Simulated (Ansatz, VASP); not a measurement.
ZnS: VASP beside Ansatz

INCAR

```
SYSTEM = ZnS
PREC = Accurate
ENCUT = 520
EDIFF = 1E-6
ISMEAR = 0
SIGMA = 0.05
LREAL = .FALSE.
LASPH = .TRUE.
NELM = 80
ALGO = Normal
ISIF = 2
LWAVE = .FALSE.
LCHARG = .TRUE.
GGA = PE
LELF = .TRUE.
LVHAR = .TRUE.
NBANDS = 36
```

Contents of KPOINTS:

```
regular mesh
0
G
  8 8 3
  0 0 0
```

The input POSCAR:

```
ZnS
1.0
    2.7046500000     -2.7046500000      0.0000000000
    2.7046500000      0.0000000000     -2.7046500000
    5.9502300000      4.8683700000      5.4093000000
Zn S
3 3
Direct
    0.6416600000      0.6666666667      0.1250333333
   -0.1583400000      0.0000000000      0.7917000000
    0.2416600000      0.3333333333      0.4583666667
    0.4916600000      0.6666666667      0.8750333333
    0.8916600000      1.0000000000      0.5417000000
    0.2916600000      0.3333333333      0.2083666667
```

Input for Ansatz:

```yaml
crystal:
  lattice:
    - [2.70465, -2.70465, 0.0]
    - [2.70465, 0.0, -2.70465]
    - [5.95023, 4.86837, 5.4093]
  atoms:
    - { symbol: Zn, position: [0.64166, 0.6666666667, 0.1250333333] }
    - { symbol: Zn, position: [-0.15834, 0.0, 0.7917] }
    - { symbol: Zn, position: [0.24166, 0.3333333333, 0.4583666667] }
    - { symbol: S, position: [0.49166, 0.6666666667, 0.8750333333] }
    - { symbol: S, position: [0.89166, 1.0, 0.5417] }
    - { symbol: S, position: [0.29166, 0.3333333333, 0.2083666667] }
basis:
  ecutwfc: 420
kpoints:
  mp_grid: { grid: [8, 8, 3] }
hamiltonian:
  xc: pbe
scf:
  occupations: { method: gaussian, width: 0.05 }
output:
  forces: true
  stress: true
  eigenvalues: true
```

Alike in both runs: task single point; functional PBE; k mesh 8 × 8 × 3; occupations gaussian, width 0.05 eV; no spin polarisation.

|  | VASP | Ansatz |
| --- | --- | --- |
| version | VASP 6.6.1 | Ansatz 0.2.0 |
| potentials or method | VASP PAW PBE potentials, release 64 (Zn, S), cutoff 520 eV | scalar-relativistic, plane waves, PAW |
| valence electrons in the cell | 54 | 54 |

|  | VASP | Ansatz | Ansatz less VASP |
| --- | --- | --- | --- |
| gap on the k mesh at the Fermi level (eV) | 1.82 | 1.82 | -0.005 |
| least direct gap on the mesh (eV) | 1.82 | 1.82 | -0.005 |
| pressure (GPa) | 1.1 | 1.0 | -0.15 |
| traceless stress, the component that is largest in VASP (GPa) | -1.68 | -1.69 | -0.008 |
| rms of the force components (eV/Å) | 0.176 | 0.175 | -0.0006 |

Atom by atom the forces differ by 0.002 eV/Å (rms over components).
